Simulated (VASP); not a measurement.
Runs of VASP 6.6.1 on Ba. The structure is that of space group Pm-3m (No. 221), or close to it. The cells are those of the table. This isn't the form of Ba at room conditions, which is bcc.

```tsv
spin	cell	k mesh	gap on the mesh (eV)	pressure (GPa)
off	a = 3.798 Å, 1 atom	10 × 10 × 10	none	(b)
non-collinear, zero start, SOC	a = 3.701 Å, 1 atom	9 × 9 × 9	-	0.3
off	a = 3.750 Å, 1 atom	10 × 10 × 10	none	-0.1
off	a = 3.547 Å, 1 atom	10 × 10 × 10	none	2.0
off	a = 3.600 Å, 1 atom	10 × 10 × 10	none	(a)
```

Alike in all rows: task single point; level LDA; potentials or basis VASP PAW LDA potentials, release 64 (Ba_sv); cutoff (eV) 520; smearing fermi-dirac 0.1 eV.

Question: Fill in the values left out.

Answer: (a) 1.3; (b) -0.4.

Caveats: spin-orbit coupling is left out, which moves the levels of the heavy elements (at least some runs).

A k mesh can miss the band edges, and rows without SOC leave out spin-orbit coupling on Ba.

A gap of «none» marks levels without a gap at the run's occupations.
